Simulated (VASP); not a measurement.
# BeSe5 (P4/mmm) in VASP: a series of runs

The runs below take BeSe5 through single point, relaxation of cell and atoms, with PBE.

Everything below comes from runs of VASP 6.6.1. Logs are shortened: lines on timing, memory, paths and dates and some standing lists are left out, and cuts for length are marked.

## (1) The cell of the first run

It takes space group P4/mmm (No. 123, tetragonal). The conventional cell has a = 3.238 Å, b = 3.238 Å, c = 11.330 Å, α = 90.00°, β = 90.00°, γ = 90.00°. Within 3.4 Å of Be (site symmetry 4/mmm) lie 8 Se at 2.61 Å and 4 Be at 3.24 Å. Within 3.9 Å of Se (site symmetry 4mm) lie 13 Se at 2.90 to 3.55 Å and 1 Be at 3.89 Å. Within 3.3 Å of Se (site symmetry 4mm) lie 5 Se at 2.49 to 3.24 Å and 4 Be at 2.61 Å. Se (site symmetry 4/mmm) has 12 Se at 2.90 to 3.24 Å within 3.8 Å.

The cell was built from a structure type or drawn by symmetry, and may not be a known phase.

## (2) Single point, PBE

Contents of INCAR:

```
  ALGO = Normal
  EDIFF = 1E-6
  ENCUT = 520
  GGA = PE
  ISIF = 2
  ISMEAR = 0
  LASPH = True
  LCHARG = True
  LELF = True
  LREAL = False
  LVHAR = True
  LWAVE = False
  NBANDS = 25
  NELM = 100
  PREC = Accurate
  SIGMA = 0.1
```

Contents of KPOINTS:

```
k-points
0
Gamma
  12 12 4
```

Contents of POSCAR:

```
BeSe5
1.0
    3.2377070477      0.0000000000      0.0000000000
    0.0000000000      3.2377070477      0.0000000000
    0.0000000000      0.0000000000     11.3302272100
Be Se
1 5
Direct
    0.5000000000      0.5000000000      0.0000000000
    0.5000000000      0.5000000000      0.3435115592
    0.5000000000      0.5000000000      0.6564884408
    0.0000000000      0.0000000000      0.1100688145
    0.0000000000      0.0000000000      0.8899311855
    0.0000000000      0.0000000000      0.5000000000
```

Potentials or basis: VASP PAW PBE potentials, release 64 (Be, Se).

On the command line:

```bash
cat potpaw_PBE.64/Be/POTCAR potpaw_PBE.64/Se/POTCAR > POTCAR
mpirun -np 1 vasp_std > vasp.out
```

OUTCAR:

```text
EDIFF = 1E-6
   ENCUT = 520
   GGA = PE
   ISIF = 2
   ISMEAR = 0
   LASPH = True
   LREAL = False
   NELM = 100
   PREC = Accurate

 ion  position               nearest neighbor table
   1  0.500  0.500  0.000-
   2  0.500  0.500  0.344-
   3  0.500  0.500  0.656-
   4  0.000  0.000  0.110-   5 2.49
   5  0.000  0.000  0.890-   4 2.49
   6  0.000  0.000  0.500-

  LATTYP: Found a simple tetragonal cell.
 ALAT       =     3.2377070477
 C/A-ratio  =     3.4994602795

  Lattice vectors:

 A1 = (   3.2377070477,   0.0000000000,   0.0000000000)
 A2 = (   0.0000000000,   3.2377070477,   0.0000000000)
 A3 = (   0.0000000000,   0.0000000000,  11.3302272100)

Analysis of symmetry for initial positions (statically):
=====================================================================
 Subroutine PRICEL returns:
 Original cell was already a primitive cell.

 Routine SETGRP: Setting up the symmetry group for a
 simple tetragonal supercell.

 Subroutine GETGRP returns: Found 16 space group operations
 (whereof 16 operations were pure point group operations)
 out of a pool of 16 trial point group operations.

The static configuration has the point symmetry D_4h.

Analysis of symmetry for dynamics (positions and initial velocities):
=====================================================================
 Subroutine PRICEL returns:
 Original cell was already a primitive cell.

 Routine SETGRP: Setting up the symmetry group for a
 simple tetragonal supercell.

 Subroutine GETGRP returns: Found 16 space group operations
 (whereof 16 operations were pure point group operations)
 out of a pool of 16 trial point group operations.

The dynamic configuration has the point symmetry D_4h.

 Subroutine INISYM returns: Found 16 space group operations
 (whereof 16 operations are pure point group operations),
 and found     1 'primitive' translations

----------------------------------------------------------------------------------------

                                     Primitive cell

  volume of cell :     118.7719

  direct lattice vectors                    reciprocal lattice vectors
     3.237707048  0.000000000  0.000000000     0.308860556  0.000000000  0.000000000
     0.000000000  3.237707048  0.000000000     0.000000000  0.308860556  0.000000000
     0.000000000  0.000000000 11.330227210     0.000000000  0.000000000  0.088259483

  length of vectors
     3.237707048  3.237707048 11.330227210     0.308860556  0.308860556  0.088259483

  position of ions in fractional coordinates (direct lattice)
     0.500000000  0.500000000  0.000000000
     0.500000000  0.500000000  0.343511559
     0.500000000  0.500000000  0.656488441
     0.000000000  0.000000000  0.110068815
     0.000000000  0.000000000  0.889931186
     0.000000000  0.000000000  0.500000000

  ion indices of the primitive-cell ions
   primitive index   ion index
                 1           1
                 2           2
                 3           3
                 4           4
                 5           5
                 6           6

----------------------------------------------------------------------------------------

 KPOINTS: k-points

Automatic generation of k-mesh.
 Grid dimensions read from file:
 generate k-points for:   12   12    4

 Generating k-lattice:

  Cartesian coordinates                     Fractional coordinates (reciprocal lattice)
     0.025738380  0.000000000  0.000000000     0.083333333  0.000000000  0.000000000
     0.000000000  0.025738380  0.000000000     0.000000000  0.083333333  0.000000000
     0.000000000  0.000000000  0.022064871     0.000000000  0.000000000  0.250000000

  Length of vectors
     0.025738380  0.025738380  0.022064871

  Shift w.r.t. Gamma in fractional coordinates (k-lattice)
     0.000000000  0.000000000  0.000000000

 Subroutine IBZKPT returns following result:
 ===========================================

 Found     84 irreducible k-points:

 Following reciprocal coordinates:
            Coordinates               Weight
  0.000000  0.000000  0.000000      1.000000
  0.083333  0.000000  0.000000      4.000000
  0.166667  0.000000  0.000000      4.000000
  0.250000  0.000000  0.000000      4.000000
  0.333333  0.000000  0.000000      4.000000
  0.416667  0.000000  0.000000      4.000000
[... 16 lines left out ...]
  0.333333  0.333333  0.000000      4.000000
  0.416667  0.333333  0.000000      8.000000
 [... further k-points ...]
   k-points           NKPTS =     84   k-points in BZ     NKDIM =     84   number of bands    NBANDS=     25
   number of dos      NEDOS =    301   number of ions     NIONS =      6
   total plane-waves  NPLWV =  48384
   dimension x,y,z NGX =    24 NGY =   24 NGZ =   84
   dimension x,y,z NGXF=    48 NGYF=   48 NGZF=  168
   ions per type =               1   5
   NGX,Y,Z   is equivalent  to a cutoff of  12.32, 12.32, 12.33 a.u.
   NGXF,Y,Z  is equivalent  to a cutoff of  24.65, 24.65, 24.65 a.u.
 SYSTEM =  unknown system
   PREC   = accura    normal or accurate (medium, high low for compatibility)
   ISTART =      0    job   : 0-new  1-cont  2-samecut
   ICHARG =      2    charge: 1-file 2-atom 10-const
   ISPIN  =      1    spin polarized calculation?
   LNONCOLLINEAR =      F non collinear calculations
   LSORBIT =      F    spin-orbit coupling
   LASPH  =      T    aspherical Exc in radial PAW
   ENCUT  =  520.0 eV  38.22 Ry    6.18 a.u.   6.02  6.02 21.07*2*pi/ulx,y,z
   NELM   =    100;   NELMIN=  2; NELMDL= -5     # of ELM steps
   EDIFF  = 0.1E-05   stopping-criterion for ELM
   LREAL  =      F    real-space projection
   EDIFFG = 0.1E-04   stopping-criterion for IOM
   NSW    =      0    number of steps for IOM
   IBRION =     -1    ionic relax: 0-MD 1-quasi-New 2-CG
   NFREE  =      0    steps in history (QN), initial steepest desc. (CG)
   ISIF   =      2    stress and relaxation
   ISYM   =      2    0-nonsym 1-usesym 2-fastsym
   POTIM  = 0.5000    time-step for ionic-motion
   TEBEG  =    0.0;   TEEND  =   0.0 temperature during run
   PSTRESS=    0.0 pullay stress
   NELECT =      32.0000    total number of electrons
   NUPDOWN=      -1.0000    fix difference up-down
   EMIN   =  10.00;   EMAX   =-10.00  energy-range for DOS
   EFERMI =   0.00;   METHOD = LEGACY
   ISMEAR =     0;   SIGMA  =   0.10  broadening in eV -4-tet -1-fermi 0-gaus
   EFERMI_NEDOS =   21; number of points for ismear=-14 and -15
   IALGO  =     38    algorithm
   IMIX   =      4    mixing-type and parameters
     AMIX     =   0.40;   BMIX     =  1.00
     AMIX_MAG =   1.60;   BMIX_MAG =  1.00
  volume/ion in A,a.u.               =      19.80       133.59
  Fermi-wavevector in a.u.,A,eV,Ry     =   1.057354  1.998109 15.211268  1.117997
  Thomas-Fermi vector in A             =   2.192623
   LORBIT       =      0    0 simple, 1 ext, 2 COOP (PROOUT), +10 PAW based schemes
   GGA     = PE    functional components
   LHFCALC =     F    Hartree Fock is set to
   AEXX    =    0.0000 exact exchange contribution
   IVDW    =     0    specifies the selected vdW correction
   LEPSILON=     F    determine dielectric tensor
   LRPA    =     F    only Hartree local field effects (RPA)
 non-spin polarized calculation
 Gauss-broadening in eV      SIGMA  =   0.10
  energy-cutoff  :      520.00
  volume of cell :      118.77
 maximum number of plane-waves:      3232
   NGX = 13   NGY = 13   NGZ = 43

 number of electron      31.9999999 magnetization

 Free energy of the ion-electron system (eV)
  ---------------------------------------------------
  ext. energy  EPLUGINS =         0.00000000
  ---------------------------------------------------
  free energy    TOTEN  =       -18.50650416 eV

  energy without entropy =      -18.49243910  energy(sigma->0) =      -18.49947163

 E-fermi :   5.0597     XC(G=0): -10.1439

 val. band max:        5.0492524373   @ k =   0.3333   0.0000   0.5000
 cond. band min:       5.0725828479   @ k =   0.5000   0.4167   0.2500
 fundamental gap:      0.0233304105
 Fermi energy:         5.0597202882

 k-point     1 :       0.0000    0.0000    0.0000
  band No.  band energies     occupation
      1     -11.1357      2.00000
      2     -10.8314      2.00000
      3      -9.0254      2.00000
      4      -8.0429      2.00000
      5      -6.3392      2.00000
      6      -0.8724      2.00000
[... 17 lines left out ...]
     24      10.3498      0.00000
     25      10.7585      0.00000

 k-point     2 :       0.0833    0.0000    0.0000
  band No.  band energies     occupation
      1     -11.0675      2.00000
      2     -10.7603      2.00000
      3      -8.9578      2.00000
      4      -7.9897      2.00000
      5      -6.3477      2.00000
      6      -0.8633      2.00000
[... 17 lines left out ...]
     24      10.6874      0.00000
     25      11.0396      0.00000

 k-point     3 :       0.1667    0.0000    0.0000
  band No.  band energies     occupation
      1     -10.8745      2.00000
      2     -10.5454      2.00000
      3      -8.7609      2.00000
      4      -7.8401      2.00000
      5      -6.4020      2.00000
      6      -0.8687      2.00000
[... 17 lines left out ...]
     24      11.2447      0.00000
     25      11.6455      0.00000

 k-point     4 :       0.2500    0.0000    0.0000
  band No.  band energies     occupation
      1     -10.5935      2.00000
      2     -10.1829      2.00000
      3      -8.4539      2.00000
      4      -7.6273      2.00000
      5      -6.5810      2.00000
      6      -0.9457      2.00000
[... 17 lines left out ...]
     24      10.9055      0.00000
     25      11.4698      0.00000
[... 477 lines left out ...]
 k-point    22 :       0.5000    0.2500    0.0000
  band No.  band energies     occupation
      1      -9.4665      2.00000
      2      -8.0337      2.00000
      3      -7.5344      2.00000
      4      -7.0471      2.00000
      5      -6.8948      2.00000
      6      -2.1190      2.00000
[... 17 lines left out ...]
     24      10.2676      0.00000
     25      12.8652      0.00000

 k-point    23 :       0.3333    0.3333    0.0000
  band No.  band energies     occupation
      1      -9.5170      2.00000
      2      -8.5711      2.00000
      3      -7.2403      2.00000
      4      -6.8051      2.00000
      5      -6.7952      2.00000
      6      -0.8899      2.00000
[... 17 lines left out ...]
     24       9.7773      0.00000
     25      12.3115      0.00000

 k-point    24 :       0.4167    0.3333    0.0000
  band No.  band energies     occupation
      1      -9.2784      2.00000
      2      -8.0628      2.00000
      3      -6.9851      2.00000
      4      -6.9397      2.00000
      5      -6.6657      2.00000
      6      -1.5203      2.00000
[... 17 lines left out ...]
     24       9.7084      0.00000
     25      12.0256      0.00000

 [... further k-points ...]

------------------------ aborting loop because EDIFF is reached ----------------------------------------

  FORCE on cell =-STRESS in cart. coord.  units (eV):
  Direction    XX          YY          ZZ          XY          YZ          ZX
  --------------------------------------------------------------------------------------
  -------------------------------------------------------------------------------------
  Total        0.0175597      0.0175597      0.0552066      0.0000000      0.0000000      0.0000000
  in kB        0.2368722      0.2368722      0.7447110      0.0000000      0.0000000      0.0000000
  external PRESSURE =       0.4061518 kB  Pullay stress =       0.0000000 kB

 VOLUME and BASIS-vectors are now :
 -----------------------------------------------------------------------------
  energy-cutoff  :      520.00
  volume of cell :      118.77
      direct lattice vectors                 reciprocal lattice vectors
     3.237707048  0.000000000  0.000000000     0.308860556  0.000000000  0.000000000
     0.000000000  3.237707048  0.000000000     0.000000000  0.308860556  0.000000000
     0.000000000  0.000000000 11.330227210     0.000000000  0.000000000  0.088259483

 POSITION                                       TOTAL-FORCE (eV/Angst)
 -----------------------------------------------------------------------------------
      1.61885      1.61885      0.00000        -0.000000      0.000000     -0.000000
      1.61885      1.61885      3.89206        -0.000000      0.000000     -0.000685
      1.61885      1.61885      7.43816         0.000000     -0.000000      0.000685
      0.00000      0.00000      1.24710        -0.000000      0.000000      0.018334
      0.00000      0.00000     10.08312        -0.000000      0.000000     -0.018334
      0.00000      0.00000      5.66511        -0.000000      0.000000     -0.000000
 -----------------------------------------------------------------------------------
    total drift:                                0.000000      0.000000     -0.000000

  FREE ENERGIE OF THE ION-ELECTRON SYSTEM (eV)
  ---------------------------------------------------
  free  energy   TOTEN  =       -18.5065041614 eV

  energy  without entropy=      -18.4924391032  energy(sigma->0) =      -18.49947163
```

It took 88 s on 1 thread of Intel Xeon Platinum 8559C (Emerald Rapids), shared host; peak memory 0.34 GiB.

What came out:

| Item | Value |
| --- | --- |
| Free energy | -18.5065 eV |
| Pressure | 0.0 GPa |
| Largest force | 0.018 eV/Å |
| Band gap on the k mesh | zero (bands 16 and 17 overlap by 2.59 eV) |

Forces on the atoms (eV/Å):
```
Be   0.000  0.000  0.000
Se   0.000  0.000 -0.001
Se   0.000  0.000  0.001
Se   0.000  0.000  0.018
Se   0.000  0.000 -0.018
Se   0.000  0.000  0.000
```

[end of part 1 of 2]
